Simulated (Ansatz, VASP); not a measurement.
# Al: VASP beside Ansatz

```
Al
1.0
     2.69597    0.00000    0.00000
    -1.34798    2.33478    0.00000
     0.00000    0.00000    9.59063
Al
4
Direct
  0.00000 0.00000 0.00000
  0.33333 0.66667 0.25000
  0.00000 0.00000 0.50000
  0.66667 0.33333 0.75000
```

Alike in both runs: task single point; functional PBE; dispersion D3(BJ); k mesh 18 × 18 × 6; occupations gaussian, width 0.15 eV; no spin polarisation.

```csv
,VASP,Ansatz
version,VASP 6.6.1,Ansatz 0.2.0
potentials or method,"VASP PAW PBE potentials, release 64 (Al), cutoff 520 eV","scalar-relativistic, plane waves, PAW"
valence electrons in the cell,12,12
```

Ansatz gave:

```
gap on the k mesh at the Fermi level (eV)                     : none
pressure (GPa)                                                : 5.8
traceless stress, the component that is largest in VASP (GPa) : -5.98
```

Task: Which values does VASP return?

Result: gap on the k mesh at the Fermi level (eV): none; pressure (GPa): 5.7; traceless stress, the component that is largest in VASP (GPa): -5.98.

A gap of «none» marks a metal or a gap that the smearing closes.
